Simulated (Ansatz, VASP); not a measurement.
MoS2 in VASP and in Ansatz

```xyz
3
Lattice="1.5800 0.9122 6.1500 -1.5800 0.9122 6.1500 0.0000 -1.8244 6.1500" Properties=species:S:1:pos:R:3 pbc="T T T"
Mo    0.0000    0.0000    0.0000
S     0.0000    0.0000    4.6125
S     0.0000    0.0000    7.6936
```

Alike in both runs: task single point; functional PBE; k mesh 5 × 5 × 5; occupations gaussian, width 0.1 eV; no spin polarisation.

|  | VASP | Ansatz |
| --- | --- | --- |
| version | VASP 6.6.1 | Ansatz 0.2.0 |
| potentials or method | VASP PAW PBE potentials, release 64 (Mo_sv, S) | plane waves, PAW |
| plane-wave cutoff (eV) | 520 | 420 |
| valence electrons in the cell | 26 | 26 |

```tsv
	VASP	Ansatz	Ansatz less VASP
pressure (GPa)	5.2	5.4	+0.14
traceless stress, the component that is largest in VASP (GPa)	1.58	1.62	+0.042
```

The k mesh is coarse, so the values compare programs but aren't converged.
